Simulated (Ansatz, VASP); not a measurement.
## One calculation of MoS2, two programs

```
Mo S
1.0
     1.60347    0.92576    6.25588
    -1.60347    0.92576    6.25588
     0.00000   -1.85152    6.25588
Mo S
1 2
Direct
  0.99999 0.99999 0.99999
  0.41570 0.41570 0.41570
  0.25098 0.25098 0.25098
```

Change from the starting cell: hydrostatic strain +1.0%.

Alike in both runs: task single point; functional r2SCAN; k mesh 10 × 10 × 10; no spin polarisation.

|  | VASP | Ansatz |
| --- | --- | --- |
| version | VASP 6.6.1 | Ansatz 0.2.0 |
| potentials or method | VASP PAW PBE potentials, release 64 (Mo_sv, S) | plane waves, PAW |
| plane-wave cutoff (eV) | 520 | 500 |
| occupations | gaussian, width 0.01 eV | fixed |
| valence electrons in the cell | 26 | 26 |

```tsv
	VASP	Ansatz	Ansatz less VASP
gap on the k mesh at the Fermi level (eV)	1.02	1.01	-0.019
pressure (GPa)	-1.0	-1.0	-0.04
traceless stress, the component that is largest in VASP (GPa)	1.41	1.47	+0.054
rms of the force components (eV/Å)	0.022	0.024	+0.0017
```

VASP's potentials were made for PBE, not for r2SCAN. Atom by atom the forces differ by 0.002 eV/Å (rms over components).
